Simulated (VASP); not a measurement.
# NaF (Fm-3m) in VASP: a series of runs

The runs below take NaF through single point, relaxation of cell and atoms, with PBE.

All numbers are computed with VASP 6.6.1; they aren't measurements. Logs are shortened: lines on timing, memory, paths and dates and some standing lists are left out, and cuts for length are marked.

## (1) The cell of the first run

Symmetry: Fm-3m, No. 225, cubic system. The conventional cell has a = 4.701 Å, b = 4.701 Å, c = 4.701 Å, α = 90.00°, β = 90.00°, γ = 90.00°. Na (site symmetry m-3m) has 6 F at 2.35 Å within 3.1 Å. F (site symmetry m-3m) has 6 Na at 2.35 Å within 3.1 Å.

## (2) Single point, PBE

Input file INCAR:

```
SYSTEM = NaF
PREC = Accurate
ENCUT = 520
EDIFF = 1E-6
ISMEAR = 0
SIGMA = 0.02
LREAL = .FALSE.
LASPH = .TRUE.
NELM = 60
ALGO = Normal
ISIF = 2
LWAVE = .FALSE.
LCHARG = .FALSE.
GGA = PE
NBANDS = 14
```

Input file KPOINTS:

```
regular mesh
0
G
  8 8 8
  0 0 0
```

Input file POSCAR:

```
NaF
1.0
    0.0000000000      2.3504971257      2.3504971257
    2.3504971257      0.0000000000      2.3504971257
    2.3504971257      2.3504971257      0.0000000000
Na F
1 1
Direct
    0.5000000000      0.5000000000      0.5000000000
    0.0000000000      0.0000000000      0.0000000000
```

Potentials or basis: VASP PAW PBE potentials, release 64 (Na_pv, F).

The run is started by

```sh
$ cat potpaw_PBE.64/Na_pv/POTCAR potpaw_PBE.64/F/POTCAR > POTCAR
$ mpirun -np 1 vasp_std > vasp.out
```

OUTCAR:

```text
SYSTEM = NaF
   PREC = Accurate
   ENCUT = 520
   EDIFF = 1E-6
   ISMEAR = 0
   LREAL = .FALSE.
   LASPH = .TRUE.
   NELM = 60
   ISIF = 2
   GGA = PE

 ion  position               nearest neighbor table
   1  0.500  0.500  0.500-
   2  0.000  0.000  0.000-

  LATTYP: Found a face centered cubic cell.
 ALAT       =     4.7009942514

  Lattice vectors:

 A1 = (   0.0000000000,   2.3504971257,   2.3504971257)
 A2 = (   2.3504971257,   0.0000000000,   2.3504971257)
 A3 = (   2.3504971257,   2.3504971257,   0.0000000000)

Analysis of symmetry for initial positions (statically):
=====================================================================
 Subroutine PRICEL returns:
 Original cell was already a primitive cell.

 Routine SETGRP: Setting up the symmetry group for a
 face centered cubic supercell.

 Subroutine GETGRP returns: Found 48 space group operations
 (whereof 48 operations were pure point group operations)
 out of a pool of 48 trial point group operations.

The static configuration has the point symmetry O_h .

Analysis of symmetry for dynamics (positions and initial velocities):
=====================================================================
 Subroutine PRICEL returns:
 Original cell was already a primitive cell.

 Routine SETGRP: Setting up the symmetry group for a
 face centered cubic supercell.

 Subroutine GETGRP returns: Found 48 space group operations
 (whereof 48 operations were pure point group operations)
 out of a pool of 48 trial point group operations.

The dynamic configuration has the point symmetry O_h .

 Subroutine INISYM returns: Found 48 space group operations
 (whereof 48 operations are pure point group operations),
 and found     1 'primitive' translations

----------------------------------------------------------------------------------------

                                     Primitive cell

  volume of cell :      25.9722

  direct lattice vectors                    reciprocal lattice vectors
     0.000000000  2.350497126  2.350497126    -0.212720958  0.212720958  0.212720958
     2.350497126  0.000000000  2.350497126     0.212720958 -0.212720958  0.212720958
     2.350497126  2.350497126  0.000000000     0.212720958  0.212720958 -0.212720958

  length of vectors
     3.324104913  3.324104913  3.324104913     0.368443507  0.368443507  0.368443507

  position of ions in fractional coordinates (direct lattice)
     0.500000000  0.500000000  0.500000000
     0.000000000  0.000000000  0.000000000

  ion indices of the primitive-cell ions
   primitive index   ion index
                 1           1
                 2           2

----------------------------------------------------------------------------------------

 KPOINTS: regular mesh

Automatic generation of k-mesh.
 Grid dimensions read from file:
 generate k-points for:    8    8    8

 Generating k-lattice:

  Cartesian coordinates                     Fractional coordinates (reciprocal lattice)
    -0.026590120  0.026590120  0.026590120     0.125000000  0.000000000  0.000000000
     0.026590120 -0.026590120  0.026590120     0.000000000  0.125000000  0.000000000
     0.026590120  0.026590120 -0.026590120     0.000000000  0.000000000  0.125000000

  Length of vectors
     0.046055438  0.046055438  0.046055438

  Shift w.r.t. Gamma in fractional coordinates (k-lattice)
     0.000000000  0.000000000  0.000000000

 Subroutine IBZKPT returns following result:
 ===========================================

 Found     29 irreducible k-points:

 Following reciprocal coordinates:
            Coordinates               Weight
  0.000000  0.000000  0.000000      1.000000
  0.125000  0.000000  0.000000      8.000000
  0.250000  0.000000  0.000000      8.000000
  0.375000  0.000000  0.000000      8.000000
  0.500000  0.000000  0.000000      4.000000
  0.125000  0.125000  0.000000      6.000000
[... 16 lines left out ...]
  0.500000  0.250000  0.125000     48.000000
 -0.375000  0.250000  0.125000     24.000000
 [... further k-points ...]
   k-points           NKPTS =     29   k-points in BZ     NKDIM =     29   number of bands    NBANDS=     14
   number of dos      NEDOS =    301   number of ions     NIONS =      2
   total plane-waves  NPLWV =  21952
   dimension x,y,z NGX =    28 NGY =   28 NGZ =   28
   dimension x,y,z NGXF=    56 NGYF=   56 NGZF=   56
   ions per type =               1   1
   NGX,Y,Z   is equivalent  to a cutoff of  14.00, 14.00, 14.00 a.u.
   NGXF,Y,Z  is equivalent  to a cutoff of  28.01, 28.01, 28.01 a.u.
 SYSTEM =  NaF
   PREC   = accura    normal or accurate (medium, high low for compatibility)
   ISTART =      0    job   : 0-new  1-cont  2-samecut
   ICHARG =      2    charge: 1-file 2-atom 10-const
   ISPIN  =      1    spin polarized calculation?
   LNONCOLLINEAR =      F non collinear calculations
   LSORBIT =      F    spin-orbit coupling
   LASPH  =      T    aspherical Exc in radial PAW
   ENCUT  =  520.0 eV  38.22 Ry    6.18 a.u.   6.18  6.18  6.18*2*pi/ulx,y,z
   NELM   =     60;   NELMIN=  2; NELMDL= -5     # of ELM steps
   EDIFF  = 0.1E-05   stopping-criterion for ELM
   LREAL  =      F    real-space projection
   EDIFFG = 0.1E-04   stopping-criterion for IOM
   NSW    =      0    number of steps for IOM
   IBRION =     -1    ionic relax: 0-MD 1-quasi-New 2-CG
   NFREE  =      0    steps in history (QN), initial steepest desc. (CG)
   ISIF   =      2    stress and relaxation
   ISYM   =      2    0-nonsym 1-usesym 2-fastsym
   POTIM  = 0.5000    time-step for ionic-motion
   TEBEG  =    0.0;   TEEND  =   0.0 temperature during run
   PSTRESS=    0.0 pullay stress
   NELECT =      14.0000    total number of electrons
   NUPDOWN=      -1.0000    fix difference up-down
   EMIN   =  10.00;   EMAX   =-10.00  energy-range for DOS
   EFERMI =   0.00;   METHOD = LEGACY
   ISMEAR =     0;   SIGMA  =   0.02  broadening in eV -4-tet -1-fermi 0-gaus
   EFERMI_NEDOS =   21; number of points for ismear=-14 and -15
   IALGO  =     38    algorithm
   IMIX   =      4    mixing-type and parameters
     AMIX     =   0.40;   BMIX     =  1.00
     AMIX_MAG =   1.60;   BMIX_MAG =  1.00
  volume/ion in A,a.u.               =      12.99        87.63
  Fermi-wavevector in a.u.,A,eV,Ry     =   1.332338  2.517754 24.152040  1.775125
  Thomas-Fermi vector in A             =   2.461281
   LORBIT       =      0    0 simple, 1 ext, 2 COOP (PROOUT), +10 PAW based schemes
   GGA     = PE    functional components
   LHFCALC =     F    Hartree Fock is set to
   AEXX    =    0.0000 exact exchange contribution
   IVDW    =     0    specifies the selected vdW correction
   LEPSILON=     F    determine dielectric tensor
   LRPA    =     F    only Hartree local field effects (RPA)
 non-spin polarized calculation
 Gauss-broadening in eV      SIGMA  =   0.02
  energy-cutoff  :      520.00
  volume of cell :       25.97
 maximum number of plane-waves:       725
 NGX is ok and might be reduce to    28
   NGX = 13   NGY = 13   NGZ = 13

 number of electron      14.0000002 magnetization

 Free energy of the ion-electron system (eV)
  ---------------------------------------------------
  ext. energy  EPLUGINS =         0.00000000
  ---------------------------------------------------
  free energy    TOTEN  =        -8.56945555 eV

  energy without entropy =       -8.56945555  energy(sigma->0) =       -8.56945555

 E-fermi :  -2.0937     XC(G=0):  -8.9520

 val. band max:       -2.2653590836   @ k =   0.0000   0.0000   0.0000
 cond. band min:       3.8067647585   @ k =   0.0000   0.0000   0.0000
 fundamental gap:      6.0721238420
 Fermi energy:        -2.0937282895

 k-point     1 :       0.0000    0.0000    0.0000
  band No.  band energies     occupation
      1     -21.3699      2.00000
      2     -21.3430      2.00000
      3     -21.3430      2.00000
      4     -21.3430      2.00000
      5      -2.2654      2.00000
      6      -2.2654      2.00000
      7      -2.2654      2.00000
      8       3.8068      0.00000
      9      16.4020      0.00000
     10      16.4020      0.00000
     11      16.4020      0.00000
     12      19.1767      0.00000
     13      21.3057      0.00000
     14      21.3057      0.00000

 k-point     2 :       0.1250    0.0000    0.0000
  band No.  band energies     occupation
      1     -21.6316      2.00000
      2     -21.3446      2.00000
      3     -21.3446      2.00000
      4     -21.0627      2.00000
      5      -2.5446      2.00000
      6      -2.3003      2.00000
      7      -2.3003      2.00000
      8       4.3369      0.00000
      9      14.6901      0.00000
     10      16.6215      0.00000
     11      16.6216      0.00000
     12      20.6920      0.00000
     13      20.6920      0.00000
     14      20.9640      0.00000

 k-point     3 :       0.2500    0.0000    0.0000
  band No.  band energies     occupation
      1     -21.8518      2.00000
      2     -21.3485      2.00000
      3     -21.3485      2.00000
      4     -20.7984      2.00000
      5      -3.1117      2.00000
      6      -2.3834      2.00000
      7      -2.3834      2.00000
      8       5.6247      0.00000
      9      12.6030      0.00000
     10      17.0914      0.00000
     11      17.0914      0.00000
     12      20.0176      0.00000
     13      20.0176      0.00000
     14      21.4365      0.00000
[... 324 lines left out ...]
 k-point    23 :       0.5000    0.2500    0.1250
  band No.  band energies     occupation
      1     -21.8823      2.00000
      2     -21.3871      2.00000
      3     -21.3638      2.00000
      4     -20.6977      2.00000
      5      -3.4311      2.00000
      6      -2.7357      2.00000
      7      -2.5423      2.00000
      8       8.0800      0.00000
      9      11.0488      0.00000
     10      14.6815      0.00000
     11      16.5147      0.00000
     12      18.8510      0.00000
     13      20.8361      0.00000
     14      24.7639      0.00000

 k-point    24 :      -0.3750    0.2500    0.1250
  band No.  band energies     occupation
      1     -21.8980      2.00000
      2     -21.3899      2.00000
      3     -21.3698      2.00000
      4     -20.6678      2.00000
      5      -3.4992      2.00000
      6      -2.8074      2.00000
      7      -2.5784      2.00000
      8       9.2384      0.00000
      9      10.1057      0.00000
     10      14.4067      0.00000
     11      16.2092      0.00000
     12      19.4085      0.00000
     13      20.4329      0.00000
     14      25.0441      0.00000

 [... further k-points ...]
[... 5 lines left out ...]
  --------------------------------------------------------------------------------------
  -------------------------------------------------------------------------------------
  Total       -0.0257583     -0.0257583     -0.0257583      0.0000000      0.0000000      0.0000000
  in kB       -1.5889831     -1.5889831     -1.5889831      0.0000000      0.0000000      0.0000000
  external PRESSURE =      -1.5889831 kB  Pullay stress =       0.0000000 kB

 VOLUME and BASIS-vectors are now :
 -----------------------------------------------------------------------------
  energy-cutoff  :      520.00
  volume of cell :       25.97
      direct lattice vectors                 reciprocal lattice vectors
     0.000000000  2.350497126  2.350497126    -0.212720958  0.212720958  0.212720958
     2.350497126  0.000000000  2.350497126     0.212720958 -0.212720958  0.212720958
     2.350497126  2.350497126  0.000000000     0.212720958  0.212720958 -0.212720958

 POSITION                                       TOTAL-FORCE (eV/Angst)
 -----------------------------------------------------------------------------------
      2.35050      2.35050      2.35050         0.000000      0.000000      0.000000
      0.00000      0.00000      0.00000        -0.000000     -0.000000     -0.000000
 -----------------------------------------------------------------------------------
    total drift:                                0.000000      0.000000      0.000000

  FREE ENERGIE OF THE ION-ELECTRON SYSTEM (eV)
  ---------------------------------------------------
  free  energy   TOTEN  =        -8.5694555468 eV

  energy  without entropy=       -8.5694555468  energy(sigma->0) =       -8.56945555
```

It took 5.5 s on 1 thread of Intel Xeon 6975P-C (Granite Rapids), shared host; peak memory 0.14 GiB.

Results:

```
Free energy            : -8.5695 eV
Pressure               : -0.2 GPa
Band gap on the k mesh : 6.07 eV, direct
```

A hybrid or GW would open this gap; PBE tends to underestimate it.

## (3) Single point, PBE

Input file INCAR:

```
ALGO = Normal
EDIFF = 1E-6
ENCUT = 520
GGA = PE
ISIF = 2
ISMEAR = 0
LASPH = True
LCHARG = True
LELF = True
LREAL = False
LVHAR = True
LWAVE = False
NBANDS = 14
NELM = 80
PREC = Accurate
SIGMA = 0.02
```

Input file KPOINTS:

```
k-points
0
Gamma
  8 8 8
```

POSCAR is that of step 2.

Potentials or basis: VASP PAW PBE potentials, release 64 (Na_pv, F).

The run is started by

```sh
$ cat potpaw_PBE.64/Na_pv/POTCAR potpaw_PBE.64/F/POTCAR > POTCAR
$ mpirun -np 1 vasp_std > vasp.out
```

It took 6.6 s on 1 thread of Intel Xeon 6975P-C (Granite Rapids), shared host; peak memory 0.15 GiB.

Results (log left out):

```yaml
Free_energy: -8.5695 eV
Pressure: -0.2 GPa
Band_gap_on_the_k_mesh: 6.07 eV, direct
```

Levels at points of the mesh, in eV from the valence-band top:
| k point | band 3 | band 4 | band 5 | band 6 | band 7 | band 8 | band 9 | band 10 | band 11 | band 12 |
| --- | --- | --- | --- | --- | --- | --- | --- | --- | --- | --- |
| (0.00, 0.00, 0.00) | -19.08 | -19.08 | 0.00 | 0.00 | 0.00 | 6.07 | 18.67 | 18.67 | 18.67 | 21.44 |
| (0.50, 0.00, 0.00) | -19.09 | -18.28 | -1.50 | -0.23 | -0.23 | 10.52 | 12.10 | 19.64 | 19.64 | 22.40 |
| (0.50, 0.50, 0.00) | -19.12 | -18.88 | -1.21 | -0.38 | -0.38 | 12.80 | 13.15 | 13.18 | 19.21 | 19.21 |

## (4) Relaxation of cell and atoms, PBE

Input file INCAR:

```
SYSTEM = NaF
PREC = Accurate
ENCUT = 600
EDIFF = 1E-7
ISMEAR = 0
SIGMA = 0.02
LREAL = .FALSE.
LASPH = .TRUE.
NELM = 100
ALGO = Normal
ISIF = 3
LWAVE = .FALSE.
LCHARG = .FALSE.
GGA = PE
IBRION = 2
NSW = 100
EDIFFG = -0.01
```

Input file KPOINTS:

```
Automatic mesh
0
G
  8 8 8
  0 0 0
```

Input file POSCAR:

```
NaF
1.0
    0.0000000000      2.3491187608      2.3491187608
    2.3491187608      0.0000000000      2.3491187608
    2.3491187608      2.3491187608      0.0000000000
Na F
1 1
Direct
    0.5000000000      0.5000000000      0.5000000000
    0.0000000000      0.0000000000      0.0000000000
```

Potentials or basis: VASP PAW PBE potentials, release 64 (Na_pv, F).

The run is started by

```sh
$ cat potpaw_PBE.64/Na_pv/POTCAR potpaw_PBE.64/F/POTCAR > POTCAR
$ mpirun -np 1 vasp_std > vasp.out
```

OUTCAR:

```text
SYSTEM = NaF
   PREC = Accurate
   ENCUT = 600
   EDIFF = 1E-7
   ISMEAR = 0
   LREAL = .FALSE.
   LASPH = .TRUE.
   NELM = 100
   ISIF = 3
   GGA = PE
   IBRION = 2
   NSW = 100
   EDIFFG = -0.01

 ion  position               nearest neighbor table
   1  0.500  0.500  0.500-   2 2.35   2 2.35   2 2.35   2 2.35   2 2.35   2 2.35
   2  0.000  0.000  0.000-   1 2.35   1 2.35   1 2.35   1 2.35   1 2.35   1 2.35

  LATTYP: Found a face centered cubic cell.
 ALAT       =     4.6982375216

  Lattice vectors:

 A1 = (   0.0000000000,   2.3491187608,   2.3491187608)
 A2 = (   2.3491187608,   0.0000000000,   2.3491187608)
 A3 = (   2.3491187608,   2.3491187608,   0.0000000000)

Analysis of symmetry for initial positions (statically):
=====================================================================
 Subroutine PRICEL returns:
 Original cell was already a primitive cell.

 Routine SETGRP: Setting up the symmetry group for a
 face centered cubic supercell.

[... 221 lines left out ...]
  band No.  band energies     occupation
      1     -21.3631      2.00000
      2     -21.3188      2.00000
      3     -21.3188      2.00000
      4     -21.3188      2.00000
      5      -2.2539      2.00000
      6      -2.2539      2.00000
      7      -2.2539      2.00000
      8       3.8393      0.00000
      9      16.4409      0.00000
     10      16.4409      0.00000
     11      16.4409      0.00000
[... 309 lines left out ...]
 k-point    24 :      -0.3750    0.2500    0.1250
  band No.  band energies     occupation
      1     -21.8850      2.00000
      2     -21.3662      2.00000
      3     -21.3458      2.00000
      4     -20.6489      2.00000
      5      -3.4929      2.00000
      6      -2.7982      2.00000
      7      -2.5686      2.00000
      8       9.2758      0.00000
      9      10.1472      0.00000
     10      14.4564      0.00000
     11      16.2618      0.00000

 [... further k-points ...]

------------------------ aborting loop because EDIFF is reached ----------------------------------------

  FORCE on cell =-STRESS in cart. coord.  units (eV):
  Direction    XX          YY          ZZ          XY          YZ          ZX
  --------------------------------------------------------------------------------------
  -------------------------------------------------------------------------------------
  Total       -0.0092789     -0.0092789     -0.0092789      0.0000000      0.0000000     -0.0000000
  in kB       -0.5743800     -0.5743800     -0.5743800      0.0000000      0.0000000     -0.0000000
  external PRESSURE =      -0.5743800 kB  Pullay stress =       0.0000000 kB

 VOLUME and BASIS-vectors are now :
 -----------------------------------------------------------------------------
  energy-cutoff  :      600.00
  volume of cell :       25.88
      direct lattice vectors                 reciprocal lattice vectors
     0.000000000  2.347791779  2.347791779    -0.212966075  0.212966075  0.212966075
     2.347791779  0.000000000  2.347791779     0.212966075 -0.212966075  0.212966075
     2.347791779  2.347791779  0.000000000     0.212966075  0.212966075 -0.212966075

 POSITION                                       TOTAL-FORCE (eV/Angst)
 -----------------------------------------------------------------------------------
      2.34779      2.34779      2.34779         0.000000      0.000000      0.000000
      0.00000      2.34779      2.34779        -0.000000     -0.000000     -0.000000
 -----------------------------------------------------------------------------------
    total drift:                               -0.000000     -0.000000      0.000000

  FREE ENERGIE OF THE ION-ELECTRON SYSTEM (eV)
  ---------------------------------------------------
  free  energy   TOTEN  =        -8.5712055284 eV

  energy  without entropy=       -8.5712055284  energy(sigma->0) =       -8.57120553

 reached required accuracy - stopping structural energy minimisation
```

CONTCAR:

```text
NaF
   1.00000000000000
     0.0000000000000000    2.3477917788529661    2.3477917788529661
     2.3477917788529661    0.0000000000000000    2.3477917788529661
     2.3477917788529661    2.3477917788529661    0.0000000000000000
  Na              F
     1     1
Direct
     0.5000000000000000    0.5000000000000000    0.5000000000000000
     1.0000000000000000    0.0000000000000000    0.0000000000000000

  0.00000000E+00  0.00000000E+00  0.00000000E+00
  0.00000000E+00  0.00000000E+00  0.00000000E+00
```

It took 7.8 s on 1 thread of Intel Xeon 6975P-C (Granite Rapids), shared host; peak memory 0.15 GiB.

What came out:

```yaml
Free_energy: -8.5712 eV
Relaxed_volume: 12.94 Å³/atom
Relaxed_cell: a = 3.320 Å, b = 3.320 Å, c = 3.320 Å, α = 60.00°, β = 60.00°, γ = 60.00°
Space_group_after_relaxing_to_0.05_Å: Fm-3m (No. 225)
Energy_gained_by_relaxing: 0.0 meV/atom
Ionic_steps: 2
Pressure_after_relaxing: -0.1 GPa
Band_gap_on_the_k_mesh: 6.09 eV, direct
```

Final structure:
```
Na F
1.0
     0.00000    2.34779    2.34779
     2.34779    0.00000    2.34779
     2.34779    2.34779    0.00000
Na F
1 1
Direct
  0.50000 0.50000 0.50000
  0.00000 0.00000 0.00000
```

Levels at points of the mesh, in eV from the valence-band top:
| k point | band 3 | band 4 | band 5 | band 6 | band 7 | band 8 | band 9 | band 10 | band 11 |
| --- | --- | --- | --- | --- | --- | --- | --- | --- | --- |
| (0.00, 0.00, 0.00) | -19.06 | -19.06 | 0.00 | 0.00 | 0.00 | 6.09 | 18.69 | 18.69 | 18.69 |
| (0.50, 0.00, 0.00) | -19.08 | -18.27 | -1.50 | -0.23 | -0.23 | 10.54 | 12.13 | 19.68 | 19.68 |
| (0.50, 0.50, 0.00) | -19.11 | -18.88 | -1.21 | -0.39 | -0.39 | 12.83 | 13.17 | 13.22 | 19.26 |

A hybrid or GW would open this gap; PBE tends to underestimate it.
